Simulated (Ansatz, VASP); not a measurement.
# One calculation of SiGe, two programs

File INCAR:

```
SYSTEM = SiGe
  PREC = Accurate
  ENCUT = 520
  EDIFF = 1E-6
  ISMEAR = 0
  SIGMA = 0.03
  LREAL = .False.
  LASPH = .True.
  NELM = 100
  ALGO = Normal
  ISIF = 2
  LWAVE = .False.
  LCHARG = .True.
  LELF = .True.
  LVHAR = .True.
  NBANDS = 26
```

The input KPOINTS:

```
Automatic mesh
0
Gamma
  12 12 6
  0 0 0
```

Contents of POSCAR:

```
SiGe
1.0
    3.8694935620      0.0000000000      0.0000000000
   -1.9347467810      3.3510797245      0.0000000000
    0.0000000000      0.0000000000      6.3947485195
Si Ge
2 2
Direct
    0.6666666667      0.3333333333      0.8745031008
    0.3333333333      0.6666666667      0.3745031008
    0.6666666667      0.3333333333      0.5239526465
    0.3333333333      0.6666666667      0.0239526465
```

Input for Ansatz:

```yaml
crystal:
  lattice:
    - [3.869493562, 0.0, 0.0]
    - [-1.934746781, 3.3510797245, 0.0]
    - [0.0, 0.0, 6.3947485195]
  atoms:
    - { symbol: Si, position: [0.6666666667, 0.3333333333, 0.8745031008] }
    - { symbol: Si, position: [0.3333333333, 0.6666666667, 0.3745031008] }
    - { symbol: Ge, position: [0.6666666667, 0.3333333333, 0.5239526465] }
    - { symbol: Ge, position: [0.3333333333, 0.6666666667, 0.0239526465] }
basis:
  ecutwfc: 420
kpoints:
  mp_grid: { grid: [12, 12, 6] }
hamiltonian:
  xc: lda
  pseudopotentials: { kind: paw, azcp: { folder: soft_1 } }
scf:
  occupations: { method: gaussian, width: 0.03 }
output:
  forces: true
  stress: true
  eigenvalues: true
```

Alike in both runs: task single point; functional LDA; k mesh 12 × 12 × 6; occupations gaussian, width 0.03 eV; no spin polarisation.

```csv
,VASP,Ansatz
version,VASP 6.6.1,Ansatz 0.2.0
potentials or method,"VASP PAW LDA potentials, release 64 (Si, Ge_d), cutoff 520 eV","scalar-relativistic, plane waves, PAW"
valence electrons in the cell,36,36
```

VASP gave:

| Quantity | Value |
| --- | --- |
| gap on the k mesh at the Fermi level (eV) | none |
| pressure (GPa) | 0.7 |
| traceless stress, the component that is largest in VASP (GPa) | 7.33 |
| rms of the force components (eV/Å) | 1.301 |

Problem. Estimate Ansatz's values.

Solution. gap on the k mesh at the Fermi level (eV): none; pressure (GPa): 0.7; traceless stress, the component that is largest in VASP (GPa): 7.31; rms of the force components (eV/Å): 1.300.

Ansatz warns that its potentials were made for another functional, while VASP's fit it. LDA's correlation is that of Perdew and Zunger in VASP and of Perdew and Wang (1992) in Ansatz. Atom by atom the forces differ by 0.001 eV/Å (rms over components). A gap of «none» marks a metal or a gap that the smearing closes.
